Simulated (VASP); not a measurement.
Sc2B5F, 8 atoms in the cell. The structure is hexagonal, space group P-6m2 (No. 187). The conventional cell has a = 4.119 Å, b = 4.119 Å, c = 7.226 Å, α = 90.00°, β = 90.00°, γ = 120.00°. Within 2.9 Å of Sc (site symmetry -6m2) lie 12 B at 2.11 to 2.86 Å. Within 2.7 Å of Sc (site symmetry -6m2) lie 2 B at 2.02 Å and 3 F at 2.38 Å. B (site symmetry 3m) has 1 Sc at 2.02 Å and 3 B at 2.31 Å within 2.7 Å. Within 1.7 Å of B (site symmetry mm2) lie 2 B at 1.23 Å. Within 3.2 Å of F (site symmetry -6m2) lie 3 Sc at 2.38 Å and 6 B at 3.12 Å. The cell was built from a structure type or drawn by symmetry, and may not be a known phase.

| Quantity | Value |
| --- | --- |
| Program | VASP 6.6.1 |
| Task | single point |
| Functional | PBE |
| Potentials or basis | VASP PAW PBE potentials, release 64 (Sc_sv, B, F) |
| Cutoff | 520 eV |
| k mesh | 6 × 6 × 4 |
| Occupations | gaussian, width 0.1 eV |
| Spin | collinear spin |
| Starting moments | [0.0, 0.0, 0.0, 0.0, 0.0, 0.0, 0.0, 1.0] μB |
| Dipole correction | no |
| Further INCAR settings | ALGO = Normal; EDIFF = 1e-06; NBANDS = 36 |

Potentials or basis: VASP PAW PBE potentials, release 64 (Sc_sv, B, F).

Command:

```console
$ cat potpaw_PBE.64/Sc_sv/POTCAR potpaw_PBE.64/B/POTCAR potpaw_PBE.64/F/POTCAR > POTCAR
$ mpirun -np 1 vasp_std > vasp.out
```

Hardware: 1 thread of Intel Xeon 8259CL (shared host).

**Question.** Estimate the wall time of this run.

**Answer.** Wall time 5 min on 1 thread of Intel Xeon 8259CL (shared host), peak memory 0.34 GiB. Counts: scf iterations 16, k points 21.
